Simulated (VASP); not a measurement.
# Al2Cu (P4/mmm) in VASP: notebook

Runs on Al2Cu. Level: PBEsol. Tasks: single point.

Everything below comes from runs of VASP 6.6.1. Logs are shortened: lines on timing, memory, paths and dates and some standing lists are left out, and cuts for length are marked.

## Step 1: The cell of the first run

The structure is tetragonal, space group P4/mmm (No. 123). The conventional cell has a = 4.084 Å, b = 4.084 Å, c = 2.932 Å, α = 90.00°, β = 90.00°, γ = 90.00°. Al (site symmetry mmm) has 4 Cu at 2.51 Å and 6 Al at 2.89 to 2.93 Å within 3.3 Å. Cu (site symmetry 4/mmm) has 8 Al at 2.51 Å and 2 Cu at 2.93 Å within 3.3 Å.

## Step 2: Single point, PBEsol (strain +0.000 along x and y, +0.030 along z)

File INCAR:

```
SYSTEM = Al2Cu
PREC     = Accurate       ! precision mode
ENCUT    = 520            ! plane-wave cutoff, eV
EDIFF    = 1E-7           ! SCF threshold, eV
ISMEAR   = 0              ! smearing method
SIGMA    = 0.15           ! smearing width, eV
LREAL    = .False.        ! projectors in reciprocal space
LASPH    = .True.         ! aspherical terms in the spheres
NELM     = 100            ! most SCF steps
ALGO     = Fast           ! electronic algorithm
ISIF     = 2              ! what is computed and relaxed
LWAVE    = .False.        ! write WAVECAR
LCHARG   = .False.        ! write CHGCAR
GGA      = PS             ! functional
NBANDS   = 16             ! bands
```

File KPOINTS:

```
Automatic mesh
0
Gamma
  12 12 16
  0 0 0
```

File POSCAR:

```
Al2Cu
1.0
    4.0841721965      0.0000000000      0.0000000000
    0.0000000000      4.0841721965      0.0000000000
    0.0000000000      0.0000000000      2.9317865938
Al Cu
2 1
Direct
    0.5000000000      0.0000000000      0.5000000000
    0.0000000000      0.5000000000      0.5000000000
    0.0000000000      0.0000000000      0.0000000000
```

Potentials or basis: VASP PAW PBE potentials, release 64 (Al, Cu).

Run with:

```bash
cat potpaw_PBE.64/Al/POTCAR potpaw_PBE.64/Cu/POTCAR > POTCAR
mpirun -np 1 vasp_std > vasp.out
```

OUTCAR:

```text
SYSTEM = Al2Cu
   PREC = Accurate
   ENCUT = 520
   EDIFF = 1E-7
   ISMEAR = 0
   LREAL = .False.
   LASPH = .True.
   NELM = 100
   ISIF = 2
   GGA = PS

 ion  position               nearest neighbor table
   1  0.500  0.000  0.500-   3 2.51   3 2.51   3 2.51   3 2.51   2 2.89   2 2.89   2 2.89   2 2.89

   2  0.000  0.500  0.500-   3 2.51   3 2.51   3 2.51   3 2.51   1 2.89   1 2.89   1 2.89   1 2.89

   3  0.000  0.000  0.000-   1 2.51   2 2.51   1 2.51   2 2.51   2 2.51   2 2.51   1 2.51   1 2.51

  LATTYP: Found a simple tetragonal cell.
 ALAT       =     4.0841721965
 C/A-ratio  =     0.7178410833

  Lattice vectors:

 A1 = (   4.0841721965,   0.0000000000,   0.0000000000)
 A2 = (   0.0000000000,   4.0841721965,   0.0000000000)
 A3 = (   0.0000000000,   0.0000000000,   2.9317865938)

Analysis of symmetry for initial positions (statically):
=====================================================================
 Subroutine PRICEL returns:
 Original cell was already a primitive cell.

 Routine SETGRP: Setting up the symmetry group for a
 simple tetragonal supercell.

 Subroutine GETGRP returns: Found 16 space group operations
 (whereof 16 operations were pure point group operations)
 out of a pool of 16 trial point group operations.

The static configuration has the point symmetry D_4h.

Analysis of symmetry for dynamics (positions and initial velocities):
=====================================================================
 Subroutine PRICEL returns:
 Original cell was already a primitive cell.

 Routine SETGRP: Setting up the symmetry group for a
 simple tetragonal supercell.

 Subroutine GETGRP returns: Found 16 space group operations
 (whereof 16 operations were pure point group operations)
 out of a pool of 16 trial point group operations.

The dynamic configuration has the point symmetry D_4h.

 Subroutine INISYM returns: Found 16 space group operations
 (whereof 16 operations are pure point group operations),
 and found     1 'primitive' translations

----------------------------------------------------------------------------------------

                                     Primitive cell

  volume of cell :      48.9036

  direct lattice vectors                    reciprocal lattice vectors
     4.084172196  0.000000000  0.000000000     0.244847659  0.000000000  0.000000000
     0.000000000  4.084172196  0.000000000     0.000000000  0.244847659  0.000000000
     0.000000000  0.000000000  2.931786594     0.000000000  0.000000000  0.341088946

  length of vectors
     4.084172196  4.084172196  2.931786594     0.244847659  0.244847659  0.341088946

  position of ions in fractional coordinates (direct lattice)
     0.500000000  0.000000000  0.500000000
     0.000000000  0.500000000  0.500000000
     0.000000000  0.000000000  0.000000000

  ion indices of the primitive-cell ions
   primitive index   ion index
                 1           1
                 2           2
                 3           3

----------------------------------------------------------------------------------------

 KPOINTS: Automatic mesh

Automatic generation of k-mesh.
 Grid dimensions read from file:
 generate k-points for:   12   12   16

 Generating k-lattice:

  Cartesian coordinates                     Fractional coordinates (reciprocal lattice)
     0.020403972  0.000000000  0.000000000     0.083333333  0.000000000  0.000000000
     0.000000000  0.020403972  0.000000000     0.000000000  0.083333333  0.000000000
     0.000000000  0.000000000  0.021318059     0.000000000  0.000000000  0.062500000

  Length of vectors
     0.020403972  0.020403972  0.021318059

  Shift w.r.t. Gamma in fractional coordinates (k-lattice)
     0.000000000  0.000000000  0.000000000

 Subroutine IBZKPT returns following result:
 ===========================================

 Found    252 irreducible k-points:

 Following reciprocal coordinates:
            Coordinates               Weight
  0.000000  0.000000  0.000000      1.000000
  0.083333  0.000000  0.000000      4.000000
  0.166667  0.000000  0.000000      4.000000
  0.250000  0.000000  0.000000      4.000000
  0.333333  0.000000  0.000000      4.000000
  0.416667  0.000000  0.000000      4.000000
[... 16 lines left out ...]
  0.333333  0.333333  0.000000      4.000000
  0.416667  0.333333  0.000000      8.000000
 [... further k-points ...]
   k-points           NKPTS =    252   k-points in BZ     NKDIM =    252   number of bands    NBANDS=     16
   number of dos      NEDOS =    301   number of ions     NIONS =      3
   total plane-waves  NPLWV =  21600
   dimension x,y,z NGX =    30 NGY =   30 NGZ =   24
   dimension x,y,z NGXF=    60 NGYF=   60 NGZF=   48
   ions per type =               2   1
   NGX,Y,Z   is equivalent  to a cutoff of  12.21, 12.21, 13.61 a.u.
   NGXF,Y,Z  is equivalent  to a cutoff of  24.42, 24.42, 27.22 a.u.
 SYSTEM =  Al2Cu
   PREC   = accura    normal or accurate (medium, high low for compatibility)
   ISTART =      0    job   : 0-new  1-cont  2-samecut
   ICHARG =      2    charge: 1-file 2-atom 10-const
   ISPIN  =      1    spin polarized calculation?
   LNONCOLLINEAR =      F non collinear calculations
   LSORBIT =      F    spin-orbit coupling
   LASPH  =      T    aspherical Exc in radial PAW
   ENCUT  =  520.0 eV  38.22 Ry    6.18 a.u.   7.59  7.59  5.45*2*pi/ulx,y,z
   NELM   =    100;   NELMIN=  2; NELMDL= -5     # of ELM steps
   EDIFF  = 0.1E-06   stopping-criterion for ELM
   LREAL  =      F    real-space projection
   EDIFFG = 0.1E-05   stopping-criterion for IOM
   NSW    =      0    number of steps for IOM
   IBRION =     -1    ionic relax: 0-MD 1-quasi-New 2-CG
   NFREE  =      0    steps in history (QN), initial steepest desc. (CG)
   ISIF   =      2    stress and relaxation
   ISYM   =      2    0-nonsym 1-usesym 2-fastsym
   POTIM  = 0.5000    time-step for ionic-motion
   TEBEG  =    0.0;   TEEND  =   0.0 temperature during run
   PSTRESS=    0.0 pullay stress
   NELECT =      17.0000    total number of electrons
   NUPDOWN=      -1.0000    fix difference up-down
   EMIN   =  10.00;   EMAX   =-10.00  energy-range for DOS
   EFERMI =   0.00;   METHOD = LEGACY
   ISMEAR =     0;   SIGMA  =   0.15  broadening in eV -4-tet -1-fermi 0-gaus
   EFERMI_NEDOS =   21; number of points for ismear=-14 and -15
   IALGO  =     68    algorithm
   IMIX   =      4    mixing-type and parameters
     AMIX     =   0.40;   BMIX     =  1.00
     AMIX_MAG =   1.60;   BMIX_MAG =  1.00
  volume/ion in A,a.u.               =      16.30       110.01
  Fermi-wavevector in a.u.,A,eV,Ry     =   1.151095  2.175253 18.027973  1.325019
  Thomas-Fermi vector in A             =   2.287754
   LORBIT       =      0    0 simple, 1 ext, 2 COOP (PROOUT), +10 PAW based schemes
   GGA     = PS    functional components
   LHFCALC =     F    Hartree Fock is set to
   AEXX    =    0.0000 exact exchange contribution
   IVDW    =     0    specifies the selected vdW correction
   LEPSILON=     F    determine dielectric tensor
   LRPA    =     F    only Hartree local field effects (RPA)
 non-spin polarized calculation
 RMM-DIIS sequential band-by-band and
 Gauss-broadening in eV      SIGMA  =   0.15
  energy-cutoff  :      520.00
  volume of cell :       48.90
 maximum number of plane-waves:      1341
   NGX = 15   NGY = 15   NGZ = 11

 number of electron      16.9999974 magnetization

 Free energy of the ion-electron system (eV)
  ---------------------------------------------------
  ext. energy  EPLUGINS =         0.00000000
  ---------------------------------------------------
  free energy    TOTEN  =       -12.55112087 eV

  energy without entropy =      -12.54054540  energy(sigma->0) =      -12.54583313

 E-fermi :   6.9397     XC(G=0): -10.4732

 val. band max:        6.9391108387   @ k =   0.4167   0.0833   0.3750
 cond. band min:       6.9420424495   @ k =   0.4167   0.3333   0.4375
 fundamental gap:      0.0029316108
 Fermi energy:         6.9396813776

 k-point     1 :       0.0000    0.0000    0.0000
  band No.  band energies     occupation
      1      -3.4733      2.00000
      2       1.6934      2.00000
      3       2.1731      2.00000
      4       2.8246      2.00000
      5       2.9660      2.00000
      6       2.9660      2.00000
[... 8 lines left out ...]
     15      14.1653      0.00000
     16      19.0534      0.00000

 k-point     2 :       0.0833    0.0000    0.0000
  band No.  band energies     occupation
      1      -3.4141      2.00000
      2       1.6630      2.00000
      3       2.1595      2.00000
      4       2.8070      2.00000
      5       2.9635      2.00000
      6       2.9664      2.00000
[... 8 lines left out ...]
     15      15.1958      0.00000
     16      18.8160      0.00000

 k-point     3 :       0.1667    0.0000    0.0000
  band No.  band energies     occupation
      1      -3.2381      2.00000
      2       1.5122      2.00000
      3       2.1243      2.00000
      4       2.7625      2.00000
      5       2.9564      2.00000
      6       2.9674      2.00000
[... 8 lines left out ...]
     15      16.6411      0.00000
     16      18.2186      0.00000

 k-point     4 :       0.2500    0.0000    0.0000
  band No.  band energies     occupation
      1      -2.9512      2.00000
      2       1.0917      2.00000
      3       2.0983      2.00000
      4       2.7085      2.00000
      5       2.9469      2.00000
      6       2.9688      2.00000
[... 8 lines left out ...]
     15      17.4605      0.00000
     16      18.2055      0.00000

 k-point     5 :       0.3333    0.0000    0.0000
  band No.  band energies     occupation
      1      -2.5692      2.00000
      2       0.4369      2.00000
      3       2.0993      2.00000
      4       2.6606      2.00000
      5       2.8500      2.00000
      6       2.9374      2.00000
[... 8 lines left out ...]
     15      16.7045      0.00000
     16      18.8532      0.00000

 k-point     6 :       0.4167    0.0000    0.0000
  band No.  band energies     occupation
      1      -2.1447      2.00000
      2      -0.2163      2.00000
      3       2.1098      2.00000
      4       2.6286      2.00000
      5       2.7815      2.00000
      6       2.9305      2.00000
[... 8 lines left out ...]
     15      16.1824      0.00000
     16      18.1684      0.00000
[... 267 lines left out ...]
 k-point    21 :       0.4167    0.2500    0.0000
  band No.  band energies     occupation
      1      -1.6061      2.00000
      2       0.2074      2.00000
      3       1.8526      2.00000
      4       2.3963      2.00000
      5       2.8038      2.00000
      6       2.9345      2.00000
[... 8 lines left out ...]
     15      16.4555      0.00000
     16      18.2440      0.00000

 k-point    22 :       0.5000    0.2500    0.0000
  band No.  band energies     occupation
      1      -1.3471      2.00000
      2      -0.1231      2.00000
      3       1.9218      2.00000
      4       2.3643      2.00000
      5       2.7648      2.00000
      6       2.9321      2.00000
[... 8 lines left out ...]
     15      16.4770      0.00000
     16      18.0413      0.00000

 k-point    23 :       0.3333    0.3333    0.0000
  band No.  band energies     occupation
      1      -1.6501      2.00000
      2       0.9429      2.00000
      3       1.3411      2.00000
      4       2.3507      2.00000
      5       2.8955      2.00000
      6       2.9424      2.00000
[... 8 lines left out ...]
     15      17.0883      0.00000
     16      18.0209      0.00000

 k-point    24 :       0.4167    0.3333    0.0000
  band No.  band energies     occupation
      1      -1.2060      2.00000
      2       0.5026      2.00000
      3       1.4546      2.00000
      4       2.2222      2.00000
      5       2.7943      2.00000
      6       2.9365      2.00000
[... 8 lines left out ...]
     15      16.7019      0.00000
     16      18.0731      0.00000

 [... further k-points ...]
[... 5 lines left out ...]
  --------------------------------------------------------------------------------------
  -------------------------------------------------------------------------------------
  Total       -0.4484357     -0.4484357     -1.3183982      0.0000000      0.0000000      0.0000000
  in kB      -14.6916428    -14.6916428    -43.1933338      0.0000000      0.0000000      0.0000000
  external PRESSURE =     -24.1922065 kB  Pullay stress =       0.0000000 kB

 VOLUME and BASIS-vectors are now :
 -----------------------------------------------------------------------------
  energy-cutoff  :      520.00
  volume of cell :       48.90
      direct lattice vectors                 reciprocal lattice vectors
     4.084172196  0.000000000  0.000000000     0.244847659  0.000000000  0.000000000
     0.000000000  4.084172196  0.000000000     0.000000000  0.244847659  0.000000000
     0.000000000  0.000000000  2.931786594     0.000000000  0.000000000  0.341088946

 POSITION                                       TOTAL-FORCE (eV/Angst)
 -----------------------------------------------------------------------------------
      2.04209      0.00000      1.46589         0.000000      0.000000      0.000000
      0.00000      2.04209      1.46589         0.000000      0.000000      0.000000
      0.00000      0.00000      0.00000         0.000000      0.000000      0.000000
 -----------------------------------------------------------------------------------
    total drift:                                0.000000      0.000000      0.000000

  FREE ENERGIE OF THE ION-ELECTRON SYSTEM (eV)
  ---------------------------------------------------
  free  energy   TOTEN  =       -12.5511208675 eV

  energy  without entropy=      -12.5405453978  energy(sigma->0) =      -12.54583313
```

It took 2.1 min on 1 thread of Intel Xeon 6975P-C (Granite Rapids), shared host; peak memory 0.3 GiB.

What came out:

```
Free energy : -12.5511 eV
Pressure    : -2.4 GPa
```

Stress tensor (GPa, compression positive):
```
-1.47  0.00  0.00
 0.00 -1.47  0.00
 0.00  0.00 -4.32
```

Levels at points of the mesh, in eV from the Fermi level:
```csv
k point,band 7,band 8,band 9,band 10,band 11,band 12
"(0.00, 0.00, 0.00)",-2.19,-2.19,0.13,1.03,5.57,6.44
"(0.50, 0.00, 0.00)",-3.97,-0.85,1.73,1.93,2.15,6.99
"(0.50, 0.50, 0.00)",-4.00,-4.00,-2.32,8.63,8.63,8.93
"(0.00, 0.00, 0.50)",-2.99,2.53,2.53,2.73,2.86,2.86
"(0.50, 0.00, 0.50)",-2.96,-2.48,-1.71,3.68,4.12,4.37
"(0.50, 0.50, 0.50)",-2.14,-2.14,-0.94,-0.90,-0.08,-0.08
```

Caveat: the cell differs from its parent crystal (strain +0.000 along x and y, +0.030 along z); the PAW data sets were made with another functional, which shifts forces and pressure a little.

[end of part 1 of 3]
